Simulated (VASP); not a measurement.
# Ba (Fm-3m) in VASP: notebook

The runs below take Ba through single point, relaxation of cell and atoms, with LDA.

All numbers are computed with VASP 6.6.1; they aren't measurements. Logs are shortened: lines on timing, memory, paths and dates and some standing lists are left out, and cuts for length are marked.

## 1. The cell of the first run

Symmetry: Fm-3m, No. 225, cubic system. The conventional cell has a = 6.028 Å, b = 6.028 Å, c = 6.028 Å, α = 90.00°, β = 90.00°, γ = 90.00°. Within 5.6 Å of Ba (site symmetry m-3m) lie 12 Ba at 4.26 Å.

## 2. Single point, LDA

INCAR

```
  PREC = Accurate
  ENCUT = 520
  EDIFF = 1E-6
  ISMEAR = -1
  SIGMA = 0.1
  LREAL = F
  LASPH = T
  NELM = 100
  ALGO = Normal
  ISIF = 2
  LWAVE = F
  LCHARG = T
  GGA = CA
  LELF = T
  LVHAR = T
  NBANDS = 11
```

KPOINTS

```
Automatic mesh
0
Gamma
  11 11 11
```

POSCAR

```
Ba
1.0
    0.0000000000      3.0141645169      3.0141645169
    3.0141645169      0.0000000000      3.0141645169
    3.0141645169      3.0141645169      0.0000000000
Ba
1
Direct
    0.0000000000      0.0000000000      0.0000000000
```

Potentials or basis: VASP PAW LDA potentials, release 64 (Ba_sv).

The run is started by

```console
$ cat potpaw_LDA.64/Ba_sv/POTCAR > POTCAR
$ mpirun -np 1 vasp_std > vasp.out
```

OUTCAR:

```text
PREC = Accurate
   ENCUT = 520
   EDIFF = 1E-6
   ISMEAR = -1
   LREAL = F
   LASPH = T
   NELM = 100
   ISIF = 2
   GGA = CA

 ion  position               nearest neighbor table
   1  0.000  0.000  0.000-

  LATTYP: Found a face centered cubic cell.
 ALAT       =     6.0283290338

  Lattice vectors:

 A1 = (   0.0000000000,   3.0141645169,   3.0141645169)
 A2 = (   3.0141645169,   0.0000000000,   3.0141645169)
 A3 = (   3.0141645169,   3.0141645169,   0.0000000000)

Analysis of symmetry for initial positions (statically):
=====================================================================
 Subroutine PRICEL returns:
 Original cell was already a primitive cell.

 Routine SETGRP: Setting up the symmetry group for a
 face centered cubic supercell.

 Subroutine GETGRP returns: Found 48 space group operations
 (whereof 48 operations were pure point group operations)
 out of a pool of 48 trial point group operations.

The static configuration has the point symmetry O_h .

Analysis of symmetry for dynamics (positions and initial velocities):
=====================================================================
 Subroutine PRICEL returns:
 Original cell was already a primitive cell.

 Routine SETGRP: Setting up the symmetry group for a
 face centered cubic supercell.

 Subroutine GETGRP returns: Found 48 space group operations
 (whereof 48 operations were pure point group operations)
 out of a pool of 48 trial point group operations.

The dynamic configuration has the point symmetry O_h .

 Subroutine INISYM returns: Found 48 space group operations
 (whereof 48 operations are pure point group operations),
 and found     1 'primitive' translations

----------------------------------------------------------------------------------------

                                     Primitive cell

  volume of cell :      54.7685

  direct lattice vectors                    reciprocal lattice vectors
     0.000000000  3.014164517  3.014164517    -0.165883447  0.165883447  0.165883447
     3.014164517  0.000000000  3.014164517     0.165883447 -0.165883447  0.165883447
     3.014164517  3.014164517  0.000000000     0.165883447  0.165883447 -0.165883447

  length of vectors
     4.262672339  4.262672339  4.262672339     0.287318558  0.287318558  0.287318558

  position of ions in fractional coordinates (direct lattice)
     0.000000000  0.000000000  0.000000000

  ion indices of the primitive-cell ions
   primitive index   ion index
                 1           1

----------------------------------------------------------------------------------------

 KPOINTS: Automatic mesh

Automatic generation of k-mesh.
 Grid dimensions read from file:
 generate k-points for:   11   11   11

 Generating k-lattice:

  Cartesian coordinates                     Fractional coordinates (reciprocal lattice)
    -0.015080313  0.015080313  0.015080313     0.090909091  0.000000000  0.000000000
     0.015080313 -0.015080313  0.015080313     0.000000000  0.090909091  0.000000000
     0.015080313  0.015080313 -0.015080313     0.000000000  0.000000000  0.090909091

  Length of vectors
     0.026119869  0.026119869  0.026119869

  Shift w.r.t. Gamma in fractional coordinates (k-lattice)
     0.000000000  0.000000000  0.000000000

 Subroutine IBZKPT returns following result:
 ===========================================

 Found     56 irreducible k-points:

 Following reciprocal coordinates:
            Coordinates               Weight
  0.000000  0.000000  0.000000      1.000000
  0.090909  0.000000  0.000000      8.000000
  0.181818  0.000000  0.000000      8.000000
  0.272727  0.000000  0.000000      8.000000
  0.363636  0.000000  0.000000      8.000000
  0.454545  0.000000  0.000000      8.000000
[... 16 lines left out ...]
 -0.272727  0.181818  0.000000     24.000000
 -0.181818  0.181818  0.000000     12.000000
 [... further k-points ...]
   k-points           NKPTS =     56   k-points in BZ     NKDIM =     56   number of bands    NBANDS=     11
   number of dos      NEDOS =    301   number of ions     NIONS =      1
   total plane-waves  NPLWV =  32768
   dimension x,y,z NGX =    32 NGY =   32 NGZ =   32
   dimension x,y,z NGXF=    64 NGYF=   64 NGZF=   64
   ions per type =               1
   NGX,Y,Z   is equivalent  to a cutoff of  12.48, 12.48, 12.48 a.u.
   NGXF,Y,Z  is equivalent  to a cutoff of  24.96, 24.96, 24.96 a.u.
 SYSTEM =  unknown system
   PREC   = accura    normal or accurate (medium, high low for compatibility)
   ISTART =      0    job   : 0-new  1-cont  2-samecut
   ICHARG =      2    charge: 1-file 2-atom 10-const
   ISPIN  =      1    spin polarized calculation?
   LNONCOLLINEAR =      F non collinear calculations
   LSORBIT =      F    spin-orbit coupling
   LASPH  =      T    aspherical Exc in radial PAW
   ENCUT  =  520.0 eV  38.22 Ry    6.18 a.u.   7.93  7.93  7.93*2*pi/ulx,y,z
   NELM   =    100;   NELMIN=  2; NELMDL= -5     # of ELM steps
   EDIFF  = 0.1E-05   stopping-criterion for ELM
   LREAL  =      F    real-space projection
   EDIFFG = 0.1E-04   stopping-criterion for IOM
   NSW    =      0    number of steps for IOM
   IBRION =     -1    ionic relax: 0-MD 1-quasi-New 2-CG
   NFREE  =      0    steps in history (QN), initial steepest desc. (CG)
   ISIF   =      2    stress and relaxation
   ISYM   =      2    0-nonsym 1-usesym 2-fastsym
   POTIM  = 0.5000    time-step for ionic-motion
   TEBEG  =    0.0;   TEEND  =   0.0 temperature during run
   PSTRESS=    0.0 pullay stress
   NELECT =      10.0000    total number of electrons
   NUPDOWN=      -1.0000    fix difference up-down
   EMIN   =  10.00;   EMAX   =-10.00  energy-range for DOS
   EFERMI =   0.00;   METHOD = LEGACY
   ISMEAR =    -1;   SIGMA  =   0.10  broadening in eV -4-tet -1-fermi 0-gaus
   EFERMI_NEDOS =   21; number of points for ismear=-14 and -15
   IALGO  =     38    algorithm
   IMIX   =      4    mixing-type and parameters
     AMIX     =   0.40;   BMIX     =  1.00
     AMIX_MAG =   1.60;   BMIX_MAG =  1.00
  volume/ion in A,a.u.               =      54.77       369.60
  Fermi-wavevector in a.u.,A,eV,Ry     =   0.928748  1.755079 11.736015  0.862573
  Thomas-Fermi vector in A             =   2.054957
   LORBIT       =      0    0 simple, 1 ext, 2 COOP (PROOUT), +10 PAW based schemes
   GGA     = CA    functional components
   LHFCALC =     F    Hartree Fock is set to
   AEXX    =    0.0000 exact exchange contribution
   IVDW    =     0    specifies the selected vdW correction
   LEPSILON=     F    determine dielectric tensor
   LRPA    =     F    only Hartree local field effects (RPA)
 non-spin polarized calculation
  energy-cutoff  :      520.00
  volume of cell :       54.77
 maximum number of plane-waves:      1485
   NGX = 15   NGY = 15   NGZ = 15

 number of electron      10.0000000 magnetization

 Free energy of the ion-electron system (eV)
  ---------------------------------------------------
  ext. energy  EPLUGINS =         0.00000000
  ---------------------------------------------------
  free energy    TOTEN  =        -2.26250478 eV

  energy without entropy =       -2.20922659  energy(sigma->0) =       -2.23586568

 E-fermi :   1.9353     XC(G=0):  -8.0801

 val. band max:        1.9097241902   @ k =  -0.3636   0.2727   0.0000
 cond. band min:       1.9526300744   @ k =  -0.4545   0.3636   0.0000
 fundamental gap:      0.0429058841
 Fermi energy:         1.9353232144

 k-point     1 :       0.0000    0.0000    0.0000
  band No.  band energies     occupation
      1     -26.6567      2.00000
      2     -11.5194      2.00000
      3     -11.5194      2.00000
      4     -11.5194      2.00000
      5      -0.8896      2.00000
      6       3.8140      0.00000
      7       3.8140      0.00000
      8       3.8140      0.00000
      9       5.6549      0.00000
     10       5.6549      0.00000
     11       8.3120      0.00000

 k-point     2 :       0.0909    0.0000    0.0000
  band No.  band energies     occupation
      1     -26.6508      2.00000
      2     -11.5832      2.00000
      3     -11.5271      2.00000
      4     -11.5271      2.00000
      5      -0.7147      2.00000
      6       3.6160      0.00000
      7       3.8962      0.00000
      8       3.8962      0.00000
      9       5.5373      0.00000
     10       5.5373      0.00000
     11       8.7161      0.00000

 k-point     3 :       0.1818    0.0000    0.0000
  band No.  band energies     occupation
      1     -26.6349      2.00000
      2     -11.7486      2.00000
      3     -11.5474      2.00000
      4     -11.5474      2.00000
      5      -0.2459      2.00000
      6       3.2346      0.00000
      7       4.0378      0.00000
      8       4.0378      0.00000
      9       5.4100      0.00000
     10       5.4100      0.00000
     11       9.0114      0.00000

 k-point     4 :       0.2727    0.0000    0.0000
  band No.  band energies     occupation
      1     -26.6140      2.00000
      2     -11.9541      2.00000
      3     -11.5737      2.00000
      4     -11.5737      2.00000
      5       0.3384      2.00000
      6       3.0013      0.00005
      7       3.9835      0.00000
      8       3.9835      0.00000
      9       5.6949      0.00000
     10       5.6949      0.00000
     11       8.4320      0.00000
[... 239 lines left out ...]
 k-point    22 :      -0.3636    0.1818    0.0000
  band No.  band energies     occupation
      1     -26.5761      2.00000
      2     -12.1454      2.00000
      3     -11.7779      2.00000
      4     -11.6307      2.00000
      5       1.4758      1.98001
      6       2.7390      0.00065
      7       3.2583      0.00000
      8       4.1781      0.00000
      9       6.1517      0.00000
     10       7.5834      0.00000
     11       8.8096      0.00000

 k-point    23 :      -0.2727    0.1818    0.0000
  band No.  band energies     occupation
      1     -26.5891      2.00000
      2     -12.0517      2.00000
      3     -11.7556      2.00000
      4     -11.5973      2.00000
      5       1.2150      1.99851
      6       2.7959      0.00037
      7       3.1737      0.00001
      8       4.3027      0.00000
      9       5.3068      0.00000
     10       7.4316      0.00000
     11       9.4004      0.00000

 k-point    24 :      -0.1818    0.1818    0.0000
  band No.  band energies     occupation
      1     -26.6070      2.00000
      2     -11.9344      2.00000
      3     -11.6911      2.00000
      4     -11.5662      2.00000
      5       0.6470      1.99999
      6       2.8152      0.00030
      7       3.5865      0.00000
      8       4.5609      0.00000
      9       4.6457      0.00000
     10       6.6302      0.00000
     11       9.7179      0.00000

 [... further k-points ...]
[... 5 lines left out ...]
  --------------------------------------------------------------------------------------
  -------------------------------------------------------------------------------------
  Total       -0.0257356     -0.0257356     -0.0257356      0.0000000      0.0000000     -0.0000000
  in kB       -0.7528601     -0.7528601     -0.7528601      0.0000000      0.0000000     -0.0000000
  external PRESSURE =      -0.7528601 kB  Pullay stress =       0.0000000 kB

 VOLUME and BASIS-vectors are now :
 -----------------------------------------------------------------------------
  energy-cutoff  :      520.00
  volume of cell :       54.77
      direct lattice vectors                 reciprocal lattice vectors
     0.000000000  3.014164517  3.014164517    -0.165883447  0.165883447  0.165883447
     3.014164517  0.000000000  3.014164517     0.165883447 -0.165883447  0.165883447
     3.014164517  3.014164517  0.000000000     0.165883447  0.165883447 -0.165883447

 POSITION                                       TOTAL-FORCE (eV/Angst)
 -----------------------------------------------------------------------------------
      0.00000      0.00000      0.00000         0.000000      0.000000      0.000000
 -----------------------------------------------------------------------------------
    total drift:                                0.000000      0.000000     -0.000000

  FREE ENERGIE OF THE ION-ELECTRON SYSTEM (eV)
  ---------------------------------------------------
  free  energy   TOTEN  =        -2.2625047806 eV

  energy  without entropy=       -2.2092265861  energy(sigma->0) =       -2.23586568
```

It took 12 s on 1 thread of Intel Xeon Platinum 8488C (Sapphire Rapids), shared host; peak memory 0.17 GiB.

Results:

| Quantity | Value |
| --- | --- |
| Free energy | -2.2625 eV |
| Pressure | -0.1 GPa |
| Band gap on the k mesh | zero (band 5 reaches 2.12 eV, above the bottom of band 6 at 1.63 eV) |

Caveat: spin-orbit coupling is left out, which moves the levels of the heavy elements.

## 3. Single point, LDA

INCAR

```
SYSTEM = Ba
PREC = Accurate ; ENCUT = 520
EDIFF = 1E-6 ; ISMEAR = -1
SIGMA = 0.1 ; LREAL = .FALSE.
LASPH = .TRUE. ; NELM = 60
ALGO = Normal ; ISIF = 2
LWAVE = .FALSE. ; LCHARG = .TRUE.
LELF = .TRUE. ; LVHAR = .TRUE.
NBANDS = 11
```

KPOINTS

```
regular mesh
0
G
  11 11 11
  0 0 0
```

POSCAR is that of step 2.

Potentials or basis: VASP PAW LDA potentials, release 64 (Ba_sv).

The run is started by

```console
$ cat potpaw_LDA.64/Ba_sv/POTCAR > POTCAR
$ mpirun -np 1 vasp_std > vasp.out
```

Wall time 12 s (1 thread of Intel Xeon Platinum 8488C (Sapphire Rapids), shared host); peak memory 0.17 GiB.

The run converged. Its results:

```yaml
Free_energy: -2.2625 eV
Pressure: -0.1 GPa
Band_gap_on_the_k_mesh: zero (band 5 reaches 2.12 eV, above the bottom of band 6 at 1.63 eV)
```

Levels at points of the mesh, in eV from the Fermi level:
```
           k point  band 2  band 3  band 4  band 5  band 6  band 7  band 8  band 9
(0.00, 0.00, 0.00)  -13.45  -13.45  -13.45   -2.82    1.88    1.88    1.88    3.72
```

Caveat: spin-orbit coupling is left out, which moves the levels of the heavy elements.

## 4. Relaxation of cell and atoms, LDA, target pressure -0.15 GPa, at which the enthalpy is minimised

INCAR

```
PREC = Accurate
ENCUT = 600
EDIFF = 1E-6
ISMEAR = -1
SIGMA = 0.1
LREAL = False
LASPH = True
NELM = 80
ALGO = Normal
ISIF = 3
LWAVE = False
LCHARG = False
IBRION = 2
NSW = 60
EDIFFG = -0.005
PSTRESS = -1.5
```

KPOINTS

```
Automatic mesh
0
Gamma
  11 11 11
```

POSCAR is that of step 3.

The run is started by

```console
$ cat potpaw_LDA.64/Ba_sv/POTCAR > POTCAR
$ mpirun -np 1 vasp_std > vasp.out
```

Wall time 45 s (1 thread of Intel Xeon Platinum 8488C (Sapphire Rapids), shared host); peak memory 0.18 GiB.

The run converged. Its results:

```yaml
Free_energy: -2.2622 eV
Relaxed_volume: 55.20 Å³/atom
Relaxed_cell: a = 4.274 Å, b = 4.274 Å, c = 4.274 Å, α = 60.00°, β = 60.00°, γ = 60.00°
Space_group_after_relaxing_to_0.05_Å: Fm-3m (No. 225)
Energy_change_on_relaxing_the_enthalpy_is_what_falls: +0.3 meV/atom
Ionic_steps: 3
Pressure_after_relaxing: -0.1 GPa
Band_gap_on_the_k_mesh: zero (band 5 reaches 2.09 eV, above the bottom of band 6 at 1.61 eV)
```

The path:
```
step  energy change (eV)  largest force (eV/Å)  pressure (GPa)  volume (Å³)
   1              0.0000                0.0000           -0.08        54.77
   2              0.0001                0.0000           -0.11        54.96
   3              0.0003                0.0000           -0.15        55.20
```

Final structure:
```yaml
crystal:
  lattice:
    - [0.00000, 3.02197, 3.02197]
    - [3.02197, 0.00000, 3.02197]
    - [3.02197, 3.02197, 0.00000]
  atoms:
    - { symbol: Ba, position: [0.00000, 0.00000, 0.00000] }
```

Levels at points of the mesh, in eV from the Fermi level:
```
           k point  band 3  band 4  band 5  band 6  band 7  band 8
(0.00, 0.00, 0.00)  -13.47  -13.47   -2.82    1.87    1.87    1.87
```

Caveat: the cell is relaxed towards a set pressure, so the enthalpy falls and the energy may rise; spin-orbit coupling is left out, which moves the levels of the heavy elements.
